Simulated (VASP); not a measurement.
A run of VASP 6.6.1 is set up as follows.

Contents of INCAR:

```
SYSTEM = Hg
PREC = Accurate
ENCUT = 520
EDIFF = 1E-6
ISMEAR = 0
SIGMA = 0.15
LREAL = .False.
LASPH = .True.
NELM = 60
ALGO = Fast
ISIF = 2
LWAVE = .False.
LCHARG = .False.
GGA = PE
IVDW = 12
NBANDS = 19
```

KPOINTS

```
regular mesh
0
Gamma
  15 15 8
  0 0 0
```

The input POSCAR:

```
Hg
1.0
    3.5198000000      0.0000000000      0.0000000000
   -1.7599000000      3.0482362162      0.0000000000
    0.0000000000      0.0000000000      5.1276000000
Hg
2
Direct
    0.6666666667      0.3333333333      0.7500000000
    0.3333333333      0.6666666667      0.2500000000
```

Potentials or basis: VASP PAW PBE potentials, release 64 (Hg).

Command:

```console
$ cat potpaw_PBE.64/Hg/POTCAR > POTCAR
$ mpirun -np 1 vasp_std > vasp.out
```

**Question.** Estimate the band gap on the k mesh.

**Answer.** Zero (band 12 reaches 1.51 eV, above the bottom of band 13 at 1.20 eV).

**Question.** Predict the pressure.

**Answer.** -0.7 GPa.

**Question.** Estimate the dispersion energy per atom.

**Answer.** -0.381 eV.

Stress tensor (GPa, compression positive):
```
-0.94  0.00  0.00
 0.00 -0.94  0.00
 0.00  0.00 -0.28
```

Caveat: spin-orbit coupling is left out, which moves the levels of the heavy elements; pairwise dispersion overbinds metals, which lowers pressure and volume.
